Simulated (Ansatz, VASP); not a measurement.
One calculation of ZrB2, two programs

The input INCAR:

```
SYSTEM = ZrB2
ALGO     = Normal         ! electronic algorithm
EDIFF    = 1E-7           ! SCF threshold, eV
ENCUT    = 520            ! plane-wave cutoff, eV
GGA      = PE             ! functional
ISIF     = 2              ! what is computed and relaxed
ISMEAR   = 0              ! smearing method
LASPH    = .True.         ! aspherical terms in the spheres
LCHARG   = .False.        ! write CHGCAR
LREAL    = .False.        ! projectors in reciprocal space
LWAVE    = .False.        ! write WAVECAR
NBANDS   = 16             ! bands
NELM     = 60             ! most SCF steps
PREC     = Accurate       ! precision mode
SIGMA    = 0.023          ! smearing width, eV
```

File KPOINTS:

```
k-points
0
Gamma
  10 10 8
  0 0 0
```

Contents of POSCAR:

```
ZrB2
1.0
    3.1700000000      0.0000000000      0.0000000000
   -1.5850000000      2.7453005300      0.0000000000
    0.0000000000      0.0000000000      3.5330000000
Zr B
1 2
Direct
    0.0000000000      0.0000000000      0.0000000000
    0.6666666667      0.3333333333      0.5000000000
    0.3333333333      0.6666666667      0.5000000000
```

The input input.yaml:

```yaml
crystal:
  lattice:
    - [3.17, 0.0, 0.0]
    - [-1.585, 2.74530053, 0.0]
    - [0.0, 0.0, 3.533]
  atoms:
    - { symbol: Zr, position: [0.0, 0.0, 0.0] }
    - { symbol: B, position: [0.6666666667, 0.3333333333, 0.5] }
    - { symbol: B, position: [0.3333333333, 0.6666666667, 0.5] }
hamiltonian:
  xc: pbe
  pseudopotentials: { kind: paw }
kpoints:
  mp_grid: { grid: [10, 10, 8] }
scf:
  occupations: { method: gaussian, width: 0.023 }
output:
  forces: true
  stress: true
  eigenvalues: true
```

Alike in both runs: task single point; functional PBE; k mesh 10 × 10 × 8; occupations gaussian, width 0.023 eV; no spin polarisation.

|  | VASP | Ansatz |
| --- | --- | --- |
| version | VASP 6.6.1 | Ansatz 0.2.0 |
| potentials or method | VASP PAW PBE potentials, release 64 (Zr_sv, B) | Ansatz PAW |
| plane-wave cutoff (eV) | 520 | 420 |
| valence electrons in the cell | 18 | 18 |

VASP gave:

```
gap on the k mesh at the Fermi level (eV)                     : none
pressure (GPa)                                                : 0.9
traceless stress, the component that is largest in VASP (GPa) : 0.84
```

**Question.** Which values does Ansatz return?

**Answer.** gap on the k mesh at the Fermi level (eV): none; pressure (GPa): 0.8; traceless stress, the component that is largest in VASP (GPa): 0.80.

A gap of «none» marks a metal or a gap that the smearing closes.
